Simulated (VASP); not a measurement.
Y: single point with LDA

Y:

```xyz
1
Lattice="3.1822 0.0000 0.0000 0.0000 3.1822 0.0000 0.0000 0.0000 3.1822" Properties=species:S:1:pos:R:3 pbc="T T T"
Y     0.0000    0.0000    0.0000
```

This cell differs from its parent crystal: volume scaled by 1.04.

| Item | Value |
| --- | --- |
| Program | VASP 6.6.1 |
| Task | single point |
| Functional | LDA |
| Potentials or basis | VASP PAW LDA potentials, release 64 (Y_sv) |
| Cutoff | 520 eV |
| k mesh | 11 × 11 × 11 |
| Occupations | fermi-dirac, width 0.1 eV |
| Spin | no spin polarisation |
| Dipole correction | no |
| Further INCAR settings | ALGO = Normal; EDIFF = 1e-06; NBANDS = 12 |

The pressure is -1.3 GPa.

Levels at points of the mesh, in eV from the Fermi level:
| k point | band 2 | band 3 | band 4 | band 5 | band 6 | band 7 | band 8 | band 9 |
| --- | --- | --- | --- | --- | --- | --- | --- | --- |
| (0.00, 0.00, 0.00) | -22.27 | -22.27 | -22.27 | -4.54 | -0.73 | -0.73 | 5.62 | 5.62 |

Run time: 18 s on 1 thread of AMD EPYC 7R13, with other jobs on the host, peak memory 0.12 GiB.
